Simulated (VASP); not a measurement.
# CsMn2 (P-3m1) in VASP: single point with PBE

Aim: the single point of CsMn2 with PBE.

All numbers are computed with VASP 6.6.1; they aren't measurements. Logs are shortened: lines on timing, memory, paths and dates and some standing lists are left out, and cuts for length are marked.

## (1) The cell of the first run

Symmetry: P-3m1, No. 164, trigonal system. Conventional cell: a = 4.305 Å, b = 4.305 Å, c = 9.225 Å, α = 90.00°, β = 90.00°, γ = 120.00°. Within 5.6 Å of Cs (site symmetry -3m) lie 6 Mn at 4.23 Å and 6 Cs at 4.31 Å. Mn (site symmetry 3m) has 9 Mn at 3.43 to 4.31 Å and 3 Cs at 4.23 Å within 4.5 Å.

The cell was generated, and may not be a known phase.

## (2) Single point, PBE, collinear spin, antiferromagnetic start

INCAR reads:

```
SYSTEM = CsMn2
  PREC = Accurate
  ENCUT = 520
  EDIFF = 1E-6
  ISMEAR = 0
  SIGMA = 0.1
  LREAL = .False.
  LASPH = .True.
  NELM = 150
  ALGO = Normal
  ISIF = 2
  LWAVE = .False.
  LCHARG = .True.
  ISPIN = 2
  MAGMOM = 0 -4 4
  LORBIT = 11
  LMAXMIX = 4
  GGA = PE
  LELF = .True.
  LVHAR = .True.
  NBANDS = 28
```

KPOINTS reads:

```
regular mesh
0
Gamma
  6 6 2
  0 0 0
```

POSCAR reads:

```
CsMn2
1.0
    4.3054402700      0.0000000000      0.0000000000
   -2.1527201300      3.7286206500      0.0000000000
    0.0000000000      0.0000000000      9.2249503300
Cs Mn
1 2
Direct
    0.0000000000      0.0000000000      0.5000000000
    0.3333333300      0.6666666700      0.8716528500
    0.6666666700      0.3333333300      0.1283471500
```

Potentials or basis: VASP PAW PBE potentials, release 64 (Cs_sv, Mn_pv).

Started as:

```bash
$ cat potpaw_PBE.64/Cs_sv/POTCAR potpaw_PBE.64/Mn_pv/POTCAR > POTCAR
$ mpirun -np 1 vasp_std > vasp.out
```

OUTCAR:

```text
SYSTEM = CsMn2
   PREC = Accurate
   ENCUT = 520
   EDIFF = 1E-6
   ISMEAR = 0
   LREAL = .False.
   LASPH = .True.
   NELM = 150
   ISIF = 2
   ISPIN = 2
   LORBIT = 11
   GGA = PE

 ion  position               nearest neighbor table
   1  0.000  0.000  0.500-
   2  0.333  0.667  0.872-
   3  0.667  0.333  0.128-

  LATTYP: Found a hexagonal cell.
 ALAT       =     4.3054402700
 C/A-ratio  =     2.1426264799

  Lattice vectors:

 A1 = (   4.3054402700,   0.0000000000,   0.0000000000)
 A2 = (  -2.1527201300,   3.7286206500,   0.0000000000)
 A3 = (   0.0000000000,   0.0000000000,   9.2249503300)

Analysis of symmetry for initial positions (statically):
=====================================================================
 Subroutine PRICEL returns:
 Original cell was already a primitive cell.

 Routine SETGRP: Setting up the symmetry group for a
 hexagonal supercell.

 Subroutine GETGRP returns: Found 12 space group operations
 (whereof 12 operations were pure point group operations)
 out of a pool of 24 trial point group operations.

The static configuration has the point symmetry D_3d.

Analysis of symmetry for dynamics (positions and initial velocities):
=====================================================================
 Subroutine PRICEL returns:
 Original cell was already a primitive cell.

 Routine SETGRP: Setting up the symmetry group for a
 hexagonal supercell.

 Subroutine GETGRP returns: Found 12 space group operations
 (whereof 12 operations were pure point group operations)
 out of a pool of 24 trial point group operations.

The dynamic configuration has the point symmetry D_3d.

Analysis of structural, dynamic, and magnetic symmetry:
=====================================================================
 Subroutine PRICEL returns:
 Original cell was already a primitive cell.

 Routine SETGRP: Setting up the symmetry group for a
 hexagonal supercell.

 Subroutine GETGRP returns: Found 12 space group operations
 (whereof 12 operations were pure point group operations)
 out of a pool of 24 trial point group operations.

The overall configuration has the point symmetry D_3d.

 Subroutine INISYM returns: Found 12 space group operations
 (whereof 12 operations are pure point group operations),
 and found     1 'primitive' translations

----------------------------------------------------------------------------------------

                                     Primitive cell

  volume of cell :     148.0914

  direct lattice vectors                    reciprocal lattice vectors
     4.305440270  0.000000000  0.000000000     0.232264284  0.134097846  0.000000000
    -2.152720130  3.728620650  0.000000000     0.000000000  0.268195693  0.000000000
     0.000000000  0.000000000  9.224950330     0.000000000  0.000000000  0.108401668

  length of vectors
     4.305440270  4.305440269  9.224950330     0.268195693  0.268195693  0.108401668

  position of ions in fractional coordinates (direct lattice)
     0.000000000  0.000000000  0.500000000
     0.333333330  0.666666670  0.871652850
     0.666666670  0.333333330  0.128347150

  ion indices of the primitive-cell ions
   primitive index   ion index
                 1           1
                 2           2
                 3           3

----------------------------------------------------------------------------------------

 KPOINTS: regular mesh

Automatic generation of k-mesh.
 Grid dimensions read from file:
 generate k-points for:    6    6    2

 Generating k-lattice:

  Cartesian coordinates                     Fractional coordinates (reciprocal lattice)
     0.038710714  0.022349641  0.000000000     0.166666667  0.000000000  0.000000000
     0.000000000  0.044699282  0.000000000     0.000000000  0.166666667  0.000000000
     0.000000000  0.000000000  0.054200834     0.000000000  0.000000000  0.500000000

  Length of vectors
     0.044699282  0.044699282  0.054200834

  Shift w.r.t. Gamma in fractional coordinates (k-lattice)
     0.000000000  0.000000000  0.000000000

 Subroutine IBZKPT returns following result:
 ===========================================

 Found     14 irreducible k-points:

 Following reciprocal coordinates:
            Coordinates               Weight
  0.000000  0.000000  0.000000      1.000000
  0.166667  0.000000  0.000000      6.000000
  0.333333  0.000000  0.000000      6.000000
  0.500000  0.000000  0.000000      3.000000
  0.166667  0.166667  0.000000      6.000000
  0.333333  0.166667  0.000000     12.000000
  0.333333  0.333333  0.000000      2.000000
  0.000000  0.000000  0.500000      1.000000
  0.166667  0.000000  0.500000      6.000000
  0.333333  0.000000  0.500000      6.000000
  0.500000  0.000000  0.500000      3.000000
  0.166667  0.166667  0.500000      6.000000
  0.333333  0.166667  0.500000     12.000000
  0.333333  0.333333  0.500000      2.000000
   k-points           NKPTS =     14   k-points in BZ     NKDIM =     14   number of bands    NBANDS=     28
   number of dos      NEDOS =    301   number of ions     NIONS =      3
   total plane-waves  NPLWV =  71680
   dimension x,y,z NGX =    32 NGY =   32 NGZ =   70
   dimension x,y,z NGXF=    64 NGYF=   64 NGZF=  140
   ions per type =               1   2
   NGX,Y,Z   is equivalent  to a cutoff of  12.36, 12.36, 12.61 a.u.
   NGXF,Y,Z  is equivalent  to a cutoff of  24.71, 24.71, 25.23 a.u.
 SYSTEM =  CsMn2
   PREC   = accura    normal or accurate (medium, high low for compatibility)
   ISTART =      0    job   : 0-new  1-cont  2-samecut
   ICHARG =      2    charge: 1-file 2-atom 10-const
   ISPIN  =      2    spin polarized calculation?
   LNONCOLLINEAR =      F non collinear calculations
   LSORBIT =      F    spin-orbit coupling
   LASPH  =      T    aspherical Exc in radial PAW
   ENCUT  =  520.0 eV  38.22 Ry    6.18 a.u.   8.01  8.01 17.15*2*pi/ulx,y,z
   NELM   =    150;   NELMIN=  2; NELMDL= -5     # of ELM steps
   EDIFF  = 0.1E-05   stopping-criterion for ELM
   LREAL  =      F    real-space projection
   EDIFFG = 0.1E-04   stopping-criterion for IOM
   NSW    =      0    number of steps for IOM
   IBRION =     -1    ionic relax: 0-MD 1-quasi-New 2-CG
   NFREE  =      0    steps in history (QN), initial steepest desc. (CG)
   ISIF   =      2    stress and relaxation
   ISYM   =      2    0-nonsym 1-usesym 2-fastsym
   POTIM  = 0.5000    time-step for ionic-motion
   TEBEG  =    0.0;   TEEND  =   0.0 temperature during run
   PSTRESS=    0.0 pullay stress
   NELECT =      35.0000    total number of electrons
   NUPDOWN=      -1.0000    fix difference up-down
   EMIN   =  10.00;   EMAX   =-10.00  energy-range for DOS
   EFERMI =   0.00;   METHOD = LEGACY
   ISMEAR =     0;   SIGMA  =   0.10  broadening in eV -4-tet -1-fermi 0-gaus
   EFERMI_NEDOS =   21; number of points for ismear=-14 and -15
   IALGO  =     38    algorithm
   IMIX   =      4    mixing-type and parameters
     AMIX     =   0.40;   BMIX     =  1.00
     AMIX_MAG =   1.60;   BMIX_MAG =  1.00
  volume/ion in A,a.u.               =      49.36       333.12
  Fermi-wavevector in a.u.,A,eV,Ry     =   1.012172  1.912727 13.939057  1.024492
  Thomas-Fermi vector in A             =   2.145265
   LORBIT       =     11    0 simple, 1 ext, 2 COOP (PROOUT), +10 PAW based schemes
   GGA     = PE    functional components
   LHFCALC =     F    Hartree Fock is set to
   AEXX    =    0.0000 exact exchange contribution
   IVDW    =     0    specifies the selected vdW correction
   LEPSILON=     F    determine dielectric tensor
   LRPA    =     F    only Hartree local field effects (RPA)
 spin polarized calculation
 Gauss-broadening in eV      SIGMA  =   0.10
  energy-cutoff  :      520.00
  volume of cell :      148.09
 maximum number of plane-waves:      4002
   NGX = 17   NGY = 17   NGZ = 35

 number of electron      34.9999992 magnetization       0.0000000

 number of electron      34.9999992 magnetization      -0.0000000

 Free energy of the ion-electron system (eV)
  ---------------------------------------------------
  ext. energy  EPLUGINS =         0.00000000
  ---------------------------------------------------
  free energy    TOTEN  =       -13.78954662 eV

  energy without entropy =      -13.75396641  energy(sigma->0) =      -13.77175652

 E-fermi :   1.4849     XC(G=0):  -7.3233

 val. band max:        1.4837749296   @ k =   0.1667   0.1667   0.0000
 cond. band min:       1.4849554247   @ k =   0.3333   0.1667   0.5000
 fundamental gap:      0.0011804951
 Fermi energy:         1.4848777566

 spin component 1

 k-point     1 :       0.0000    0.0000    0.0000
  band No.  band energies     occupation
      1     -49.8075      1.00000
      2     -49.8057      1.00000
      3     -49.8057      1.00000
      4     -45.1622      1.00000
      5     -45.1563      1.00000
      6     -45.1563      1.00000
[... 20 lines left out ...]
     27       6.7446      0.00000
     28       6.7515      0.00000

 k-point     2 :       0.1667    0.0000    0.0000
  band No.  band energies     occupation
      1     -49.8075      1.00000
      2     -49.8058      1.00000
      3     -49.8057      1.00000
      4     -45.1622      1.00000
      5     -45.1565      1.00000
      6     -45.1564      1.00000
[... 20 lines left out ...]
     27       5.3816      0.00000
     28       5.7346      0.00000

 k-point     3 :       0.3333    0.0000    0.0000
  band No.  band energies     occupation
      1     -49.8075      1.00000
      2     -49.8060      1.00000
      3     -49.8058      1.00000
      4     -45.1622      1.00000
      5     -45.1568      1.00000
      6     -45.1564      1.00000
[... 305 lines left out ...]
      2     -49.8061      1.00000
      3     -49.8059      1.00000
      4     -45.1622      1.00000
      5     -45.1569      1.00000
      6     -45.1566      1.00000
[... 20 lines left out ...]
     27       4.1845      0.00000
     28       5.3404      0.00000

 k-point    14 :       0.3333    0.3333    0.5000
  band No.  band energies     occupation
      1     -49.8075      1.00000
      2     -49.8060      1.00000
      3     -49.8060      1.00000
      4     -45.1621      1.00000
      5     -45.1568      1.00000
      6     -45.1568      1.00000
[... 20 lines left out ...]
     27       4.1478      0.00000
     28       4.1830      0.00000
 Fermi energy:         1.4848777566

 spin component 2

 k-point     1 :       0.0000    0.0000    0.0000
  band No.  band energies     occupation
      1     -49.8075      1.00000
      2     -49.8057      1.00000
      3     -49.8057      1.00000
      4     -45.1622      1.00000
      5     -45.1563      1.00000
      6     -45.1563      1.00000
[... 20 lines left out ...]
     27       6.7446      0.00000
     28       6.7480      0.00000

 k-point     2 :       0.1667    0.0000    0.0000
  band No.  band energies     occupation
      1     -49.8075      1.00000
      2     -49.8058      1.00000
      3     -49.8057      1.00000
      4     -45.1622      1.00000
      5     -45.1565      1.00000
      6     -45.1564      1.00000
[... 20 lines left out ...]
     27       5.3816      0.00000
     28       5.7346      0.00000

 k-point     3 :       0.3333    0.0000    0.0000
  band No.  band energies     occupation
      1     -49.8075      1.00000
      2     -49.8060      1.00000
      3     -49.8058      1.00000
      4     -45.1622      1.00000
      5     -45.1568      1.00000
      6     -45.1564      1.00000
[... 306 lines left out ...]
      3     -49.8059      1.00000
      4     -45.1622      1.00000
      5     -45.1569      1.00000
      6     -45.1566      1.00000
[... 20 lines left out ...]
     27       4.1845      0.00000
     28       5.3404      0.00000

 k-point    14 :       0.3333    0.3333    0.5000
  band No.  band energies     occupation
      1     -49.8075      1.00000
      2     -49.8060      1.00000
      3     -49.8060      1.00000
      4     -45.1621      1.00000
      5     -45.1568      1.00000
      6     -45.1568      1.00000
[... 20 lines left out ...]
     27       4.1478      0.00000
     28       4.1830      0.00000

------------------------ aborting loop because EDIFF is reached ----------------------------------------

  FORCE on cell =-STRESS in cart. coord.  units (eV):
  Direction    XX          YY          ZZ          XY          YZ          ZX
  --------------------------------------------------------------------------------------
  -------------------------------------------------------------------------------------
  Total       -2.2911611     -2.2911611     -3.3362710     -0.0000000      0.0000000      0.0000000
  in kB      -24.7877103    -24.7877103    -36.0945888     -0.0000000      0.0000000      0.0000000
  external PRESSURE =     -28.5566698 kB  Pullay stress =       0.0000000 kB

 VOLUME and BASIS-vectors are now :
 -----------------------------------------------------------------------------
  energy-cutoff  :      520.00
  volume of cell :      148.09
      direct lattice vectors                 reciprocal lattice vectors
     4.305440270  0.000000000  0.000000000     0.232264284  0.134097846  0.000000000
    -2.152720130  3.728620650  0.000000000     0.000000000  0.268195693  0.000000000
     0.000000000  0.000000000  9.224950330     0.000000000  0.000000000  0.108401668

 POSITION                                       TOTAL-FORCE (eV/Angst)
 -----------------------------------------------------------------------------------
      0.00000      0.00000      4.61248         0.000000      0.000000      0.000000
     -0.00000      2.48575      8.04095         0.000000      0.000000      0.761213
      2.15272      1.24287      1.18400        -0.000000     -0.000000     -0.761213
 -----------------------------------------------------------------------------------
    total drift:                               -0.000000      0.000000      0.000000

  FREE ENERGIE OF THE ION-ELECTRON SYSTEM (eV)
  ---------------------------------------------------
  free  energy   TOTEN  =       -13.7895466246 eV

  energy  without entropy=      -13.7539664083  energy(sigma->0) =      -13.77175652

 total charge

# of ion       s       p       d       tot
------------------------------------------
    1        1.849   4.668   0.041   6.558
    2        0.351   6.038   4.809  11.198
    3        0.351   6.038   4.809  11.198
--------------------------------------------------
tot          2.551  16.745   9.658  28.954

 magnetization (x)

# of ion       s       p       d       tot
------------------------------------------
    1        0.000   0.000   0.000   0.000
    2       -0.087  -0.019  -4.313  -4.419
    3        0.087   0.019   4.313   4.419
--------------------------------------------------
tot          0.000   0.000   0.000   0.000
```

Wall time 65 s (1 thread of Intel Xeon 6975P-C (Granite Rapids), shared host); peak memory 0.34 GiB.

What came out:

| Item | Value |
| --- | --- |
| Free energy | -13.7895 eV |
| Pressure | -2.9 GPa |
| Largest force | 0.761 eV/Å |
| Net moment | 0.00 μB per cell |
| Site moments | Cs +0.00; Mn -4.42, +4.42 μB |
| Valence electrons inside the program's atomic spheres | Cs 6.56; Mn 11.20 |

Forces on the atoms (eV/Å):
```
Cs   0.000  0.000  0.000
Mn   0.000  0.000  0.761
Mn   0.000  0.000 -0.761
```

Levels at points of the mesh, in eV from the Fermi level:
Spin up:
```
           k point  band 15  band 16  band 17  band 18  band 19  band 20
(0.00, 0.00, 0.00)    -3.49    -3.49    -1.45    -0.83     0.49     0.49
(0.50, 0.00, 0.00)    -3.40    -1.75    -1.06    -0.18     0.13     0.29
(0.00, 0.00, 0.50)    -3.49    -3.49    -2.26     0.01     0.48     0.48
(0.50, 0.00, 0.50)    -3.40    -1.83    -0.90     0.03     0.15     0.45
```
Spin down:
| k point | band 15 | band 16 | band 17 | band 18 | band 19 | band 20 |
| --- | --- | --- | --- | --- | --- | --- |
| (0.00, 0.00, 0.00) | -3.49 | -3.49 | -1.45 | -0.83 | 0.49 | 0.49 |
| (0.50, 0.00, 0.00) | -3.40 | -1.75 | -1.06 | -0.18 | 0.13 | 0.29 |
| (0.00, 0.00, 0.50) | -3.49 | -3.49 | -2.26 | 0.01 | 0.48 | 0.48 |
| (0.50, 0.00, 0.50) | -3.40 | -1.83 | -0.90 | 0.03 | 0.15 | 0.45 |

Caveat: the antiferromagnetic order is the one typed at the start, and another may lie lower; spin-orbit coupling is left out, which moves the levels of the heavy elements.
